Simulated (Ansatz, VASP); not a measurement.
# One calculation of S, two programs

```
S
1.0
     0.00000    2.76983    2.76983
     2.76983    0.00000    2.76983
     2.76983    2.76983    0.00000
S
2
Direct
  0.80750 0.89750 0.89750
  0.19250 0.10250 0.10250
```

Change from the starting cell: shortest bond scaled by 0.82, PAW files.

Alike in both runs: task electric field gradients; functional PBE; k mesh 9 × 9 × 9; occupations fermi-dirac, width 0.05 eV; no spin polarisation.

|  | VASP | Ansatz |
| --- | --- | --- |
| version | VASP 6.6.1 | Ansatz 0.2.0 |
| potentials or method | VASP PAW PBE potentials, release 64 (S) | PAW with Ansatz's default frozen-core files, scalar-relativistic |
| plane-wave cutoff (eV) | 520 | 420 |
| valence electrons in the cell | 12 | 12 |

VASP gave:

* pressure (GPa): 9.8
* traceless stress, the component that is largest in VASP (GPa): 1.63
* rms of the force components (eV/Å): 0.892
* size of Vzz on the site where it differs most (V/Å²): 97.0

Task: Which values does Ansatz return?

Result: Pressure (GPa): 10.2; traceless stress, the component that is largest in VASP (GPa): 1.12; rms of the force components (eV/Å): 0.785; size of Vzz on the site where it differs most (V/Å²): 100.5.

Atom by atom the forces differ by 0.107 eV/Å (rms over components).
